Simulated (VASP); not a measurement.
# Cr (Im-3m) in VASP: a series of runs, part 2 of 2

VASP 6.6.1. Earlier steps stand in the parts before.

## Step 5: Single point, PBE

Contents of INCAR:

```
SYSTEM = Cr
ALGO = Normal
EDIFF = 1E-6
ENCUT = 500
GGA = PE
GGA_COMPAT = .False.
ISIF = 2
ISMEAR = 0
LASPH = .True.
LCHARG = .True.
LELF = .True.
LREAL = .False.
LVHAR = .True.
LWAVE = .False.
NBANDS = 12
NELM = 120
PREC = Accurate
SIGMA = 0.2
```

Contents of KPOINTS:

```
k-points
0
Gamma
  15 15 15
  0 0 0
```

Contents of POSCAR:

```
Cr
1.0
   -1.4243177237      1.4243177237      1.4243177237
    1.4243177237     -1.4243177237      1.4243177237
    1.4243177237      1.4243177237     -1.4243177237
Cr
1
Direct
    0.0000000000      0.0000000000      0.0000000000
```

Potentials or basis: VASP PAW PBE potentials, release 64 (Cr_pv).

The run is started by

```sh
cat potpaw_PBE.64/Cr_pv/POTCAR > POTCAR
mpirun -np 1 vasp_std > vasp.out
```

OUTCAR:

```text
SYSTEM = Cr
   EDIFF = 1E-6
   ENCUT = 500
   GGA = PE
   ISIF = 2
   ISMEAR = 0
   LASPH = .True.
   LREAL = .False.
   NELM = 120
   PREC = Accurate

 ion  position               nearest neighbor table
   1  0.000  0.000  0.000-

  LATTYP: Found a body centered cubic cell.
 ALAT       =     2.8486354474

  Lattice vectors:

 A1 = (  -1.4243177237,   1.4243177237,   1.4243177237)
 A2 = (   1.4243177237,  -1.4243177237,   1.4243177237)
 A3 = (   1.4243177237,   1.4243177237,  -1.4243177237)

Analysis of symmetry for initial positions (statically):
=====================================================================
 Subroutine PRICEL returns:
 Original cell was already a primitive cell.

 Routine SETGRP: Setting up the symmetry group for a
 body centered cubic supercell.

 Subroutine GETGRP returns: Found 48 space group operations
 (whereof 48 operations were pure point group operations)
 out of a pool of 48 trial point group operations.

The static configuration has the point symmetry O_h .

Analysis of symmetry for dynamics (positions and initial velocities):
=====================================================================
 Subroutine PRICEL returns:
 Original cell was already a primitive cell.

 Routine SETGRP: Setting up the symmetry group for a
 body centered cubic supercell.

 Subroutine GETGRP returns: Found 48 space group operations
 (whereof 48 operations were pure point group operations)
 out of a pool of 48 trial point group operations.

The dynamic configuration has the point symmetry O_h .

 Subroutine INISYM returns: Found 48 space group operations
 (whereof 48 operations are pure point group operations),
 and found     1 'primitive' translations

----------------------------------------------------------------------------------------

                                     Primitive cell

  volume of cell :      11.5579

  direct lattice vectors                    reciprocal lattice vectors
    -1.424317724  1.424317724  1.424317724     0.000000000  0.351045270  0.351045270
     1.424317724 -1.424317724  1.424317724     0.351045270  0.000000000  0.351045270
     1.424317724  1.424317724 -1.424317724     0.351045270  0.351045270  0.000000000

  length of vectors
     2.466990664  2.466990664  2.466990664     0.496452982  0.496452982  0.496452982

  position of ions in fractional coordinates (direct lattice)
     0.000000000  0.000000000  0.000000000

  ion indices of the primitive-cell ions
   primitive index   ion index
                 1           1

----------------------------------------------------------------------------------------

 KPOINTS: k-points

Automatic generation of k-mesh.
 Grid dimensions read from file:
 generate k-points for:   15   15   15

 Generating k-lattice:

  Cartesian coordinates                     Fractional coordinates (reciprocal lattice)
     0.000000000  0.023403018  0.023403018     0.066666667  0.000000000  0.000000000
     0.023403018  0.000000000  0.023403018     0.000000000  0.066666667  0.000000000
     0.023403018  0.023403018  0.000000000     0.000000000  0.000000000  0.066666667

  Length of vectors
     0.033096865  0.033096865  0.033096865

  Shift w.r.t. Gamma in fractional coordinates (k-lattice)
     0.000000000  0.000000000  0.000000000

 Subroutine IBZKPT returns following result:
 ===========================================

 Found    120 irreducible k-points:

 Following reciprocal coordinates:
            Coordinates               Weight
  0.000000  0.000000  0.000000      1.000000
  0.066667  0.000000  0.000000     12.000000
  0.133333  0.000000  0.000000     12.000000
  0.200000  0.000000  0.000000     12.000000
  0.266667  0.000000  0.000000     12.000000
  0.333333  0.000000  0.000000     12.000000
[... 16 lines left out ...]
  0.333333  0.200000 -0.000000     48.000000
  0.400000  0.200000  0.000000     24.000000
 [... further k-points ...]
   k-points           NKPTS =    120   k-points in BZ     NKDIM =    120   number of bands    NBANDS=     12
   number of dos      NEDOS =    301   number of ions     NIONS =      1
   total plane-waves  NPLWV =   5832
   dimension x,y,z NGX =    18 NGY =   18 NGZ =   18
   dimension x,y,z NGXF=    36 NGYF=   36 NGZF=   36
   ions per type =               1
   NGX,Y,Z   is equivalent  to a cutoff of  12.13, 12.13, 12.13 a.u.
   NGXF,Y,Z  is equivalent  to a cutoff of  24.26, 24.26, 24.26 a.u.
 SYSTEM =  Cr
   PREC   = accura    normal or accurate (medium, high low for compatibility)
   ISTART =      0    job   : 0-new  1-cont  2-samecut
   ICHARG =      2    charge: 1-file 2-atom 10-const
   ISPIN  =      1    spin polarized calculation?
   LNONCOLLINEAR =      F non collinear calculations
   LSORBIT =      F    spin-orbit coupling
   LASPH  =      T    aspherical Exc in radial PAW
   ENCUT  =  500.0 eV  36.75 Ry    6.06 a.u.   4.50  4.50  4.50*2*pi/ulx,y,z
   NELM   =    120;   NELMIN=  2; NELMDL= -5     # of ELM steps
   EDIFF  = 0.1E-05   stopping-criterion for ELM
   LREAL  =      F    real-space projection
   EDIFFG = 0.1E-04   stopping-criterion for IOM
   NSW    =      0    number of steps for IOM
   IBRION =     -1    ionic relax: 0-MD 1-quasi-New 2-CG
   NFREE  =      0    steps in history (QN), initial steepest desc. (CG)
   ISIF   =      2    stress and relaxation
   ISYM   =      2    0-nonsym 1-usesym 2-fastsym
   POTIM  = 0.5000    time-step for ionic-motion
   TEBEG  =    0.0;   TEEND  =   0.0 temperature during run
   PSTRESS=    0.0 pullay stress
   NELECT =      12.0000    total number of electrons
   NUPDOWN=      -1.0000    fix difference up-down
   EMIN   =  10.00;   EMAX   =-10.00  energy-range for DOS
   EFERMI =   0.00;   METHOD = LEGACY
   ISMEAR =     0;   SIGMA  =   0.20  broadening in eV -4-tet -1-fermi 0-gaus
   EFERMI_NEDOS =   21; number of points for ismear=-14 and -15
   IALGO  =     38    algorithm
   IMIX   =      4    mixing-type and parameters
     AMIX     =   0.40;   BMIX     =  1.00
     AMIX_MAG =   1.60;   BMIX_MAG =  1.00
  volume/ion in A,a.u.               =      11.56        78.00
  Fermi-wavevector in a.u.,A,eV,Ry     =   1.657709  3.132616 37.388811  2.748000
  Thomas-Fermi vector in A             =   2.745415
   LORBIT       =      0    0 simple, 1 ext, 2 COOP (PROOUT), +10 PAW based schemes
   GGA     = PE    functional components
   LHFCALC =     F    Hartree Fock is set to
   AEXX    =    0.0000 exact exchange contribution
   IVDW    =     0    specifies the selected vdW correction
   LEPSILON=     F    determine dielectric tensor
   LRPA    =     F    only Hartree local field effects (RPA)
 non-spin polarized calculation
 Gauss-broadening in eV      SIGMA  =   0.20
  energy-cutoff  :      500.00
  volume of cell :       11.56
 maximum number of plane-waves:       321
 NGX is ok and might be reduce to    18
   NGX =  9   NGY =  9   NGZ =  9

 number of electron      11.9999993 magnetization

 Free energy of the ion-electron system (eV)
  ---------------------------------------------------
  ext. energy  EPLUGINS =         0.00000000
  ---------------------------------------------------
  free energy    TOTEN  =        -9.51932828 eV

  energy without entropy =       -9.50121434  energy(sigma->0) =       -9.51027131

 E-fermi :  10.9676     XC(G=0): -13.6690

 val. band max:       10.9521350007   @ k =  -0.3333   0.4000   0.2667
 cond. band min:      10.9763091528   @ k =   0.0667   0.0667   0.0667
 fundamental gap:      0.0241741521
 Fermi energy:        10.9675811384

 k-point     1 :       0.0000    0.0000    0.0000
  band No.  band energies     occupation
      1     -31.7529      2.00000
      2     -31.7529      2.00000
      3     -31.7529      2.00000
      4       3.1093      2.00000
      5      10.0612      2.00000
      6      10.0612      2.00000
      7      10.0612      2.00000
      8      12.1140      0.00000
      9      12.1140      0.00000
     10      18.0864      0.00000
     11      33.2606      0.00000
     12      33.2606      0.00000
[... 331 lines left out ...]
 k-point    24 :       0.4000    0.2000    0.0000
  band No.  band energies     occupation
      1     -32.5532      2.00000
      2     -32.1698      2.00000
      3     -31.8438      2.00000
      4       7.4277      2.00000
      5       8.6159      2.00000
      6       9.8446      2.00000
      7      12.0644      0.00000
      8      12.7064      0.00000
      9      16.6716      0.00000
     10      18.0794      0.00000
     11      20.8004      0.00000
     12      24.8644      0.00000

 [... further k-points ...]
[... 5 lines left out ...]
  --------------------------------------------------------------------------------------
  -------------------------------------------------------------------------------------
  Total       -0.0518882     -0.0518882     -0.0518882      0.0000000      0.0000000      0.0000000
  in kB       -7.1928098     -7.1928098     -7.1928098      0.0000000      0.0000000      0.0000000
  external PRESSURE =      -7.1928098 kB  Pullay stress =       0.0000000 kB

 VOLUME and BASIS-vectors are now :
 -----------------------------------------------------------------------------
  energy-cutoff  :      500.00
  volume of cell :       11.56
      direct lattice vectors                 reciprocal lattice vectors
    -1.424317724  1.424317724  1.424317724     0.000000000  0.351045270  0.351045270
     1.424317724 -1.424317724  1.424317724     0.351045270  0.000000000  0.351045270
     1.424317724  1.424317724 -1.424317724     0.351045270  0.351045270  0.000000000

 POSITION                                       TOTAL-FORCE (eV/Angst)
 -----------------------------------------------------------------------------------
      0.00000      0.00000      0.00000        -0.000000      0.000000      0.000000
 -----------------------------------------------------------------------------------
    total drift:                               -0.000000      0.000000      0.000000

  FREE ENERGIE OF THE ION-ELECTRON SYSTEM (eV)
  ---------------------------------------------------
  free  energy   TOTEN  =        -9.5193282778 eV

  energy  without entropy=       -9.5012143379  energy(sigma->0) =       -9.51027131
```

stdout:

```text
POSCAR found type information on POSCAR Cr
 POSCAR found :  1 types and       1 ions
 scaLAPACK will be used
 LDA part: xc-table for (Slater+PW92), standard interpolation
 POSCAR, INCAR and KPOINTS ok, starting setup
 FFT: planning ... GRIDC
 FFT: planning ... GRID_SOFT
 FFT: planning ... GRID
 WAVECAR not read
 entering main loop
```

Wall time 7.3 s (1 thread of Intel Xeon 6975P-C (Granite Rapids), shared host); peak memory 0.13 GiB.

What came out:

```yaml
Free_energy: -9.5193 eV
Pressure: -0.7 GPa
Band_gap_on_the_k_mesh: zero (band 6 reaches 13.28 eV, above the bottom of band 7 at 10.06 eV)
```

Levels at points of the mesh, in eV from the Fermi level:
| k point | band 4 | band 5 | band 6 | band 7 | band 8 | band 9 |
| --- | --- | --- | --- | --- | --- | --- |
| (0.00, 0.00, 0.00) | -7.86 | -0.91 | -0.91 | -0.91 | 1.15 | 1.15 |

Caveat: the run has no spin polarisation, though such a crystal can be magnetic. Spin polarisation is off, so any magnetic state and its effect on volume and gap are missing.

## Step 6: Overview

| smearing | gap on the mesh (eV) | pressure (GPa) |
| --- | --- | --- |
| gaussian 0.01 eV | none | -0.9 |
| gaussian 0.03 eV | none | -1.0 |
| gaussian 0.1 eV | none | -0.9 |
| gaussian 0.2 eV | none | -0.7 |

Alike in all rows: task single point; level PBE; potentials or basis VASP PAW PBE potentials, release 64 (Cr_pv); no spin polarisation; cell as given; k mesh 15 × 15 × 15; cutoff (eV) 500.

Every run on the cell as given and a fine mesh finds a metal.

Caveats: the run has no spin polarisation, though such a crystal can be magnetic.

Total energies depend on the potentials used, so only differences within one code and one set of settings carry meaning.
